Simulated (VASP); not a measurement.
Write the native input for VASP 6.6.1 that does the following.

```
Task                   : single point
Functional             : LDA
Potentials or basis    : VASP PAW LDA potentials, release 64 (Ga_d, N_h)
Cutoff                 : 1330 eV
k mesh                 : 8 × 8 × 8
Occupations            : gaussian, width 0.1 eV
Spin                   : no spin polarisation
Dipole correction      : no
Further INCAR settings : ALGO = Normal; EDIFF = 1e-06; NBANDS = 16
```

The structure of GaN lies in POSCAR:

```
GaN
1.0
    0.0000000000      2.2535006100      2.2535006100
    2.2535006100      0.0000000000      2.2535006100
    2.2535006100      2.2535006100      0.0000000000
Ga N
1 1
Direct
    0.0000000000      0.0000000000      0.0000000000
    0.2500000000      0.2500000000      0.2500000000
```

The input as run:

INCAR

```
SYSTEM = GaN
PREC = Accurate
ENCUT = 1330
EDIFF = 1E-6
ISMEAR = 0
SIGMA = 0.1
LREAL = .FALSE.
LASPH = .TRUE.
NELM = 120
ALGO = Normal
ISIF = 2
LWAVE = .FALSE.
LCHARG = .FALSE.
NBANDS = 16
GGA_COMPAT = .FALSE.
```

KPOINTS

```
Automatic mesh
0
G
  8 8 8
  0 0 0
```

Potentials or basis: VASP PAW LDA potentials, release 64 (Ga_d, N_h).

Run with:

```sh
$ cat potpaw_LDA.64/Ga_d/POTCAR potpaw_LDA.64/N_h/POTCAR > POTCAR
$ mpirun -np 1 vasp_std > vasp.out
```

It gave:

The pressure is -5.6 GPa and the band gap on the k mesh is 1.75 eV.

Caveat: the cell stands under tension.

Run time: 29 s on 1 thread of AMD EPYC 9R45 96-Core Processor (Zen 5) (shared host), peak memory 0.19 GiB.
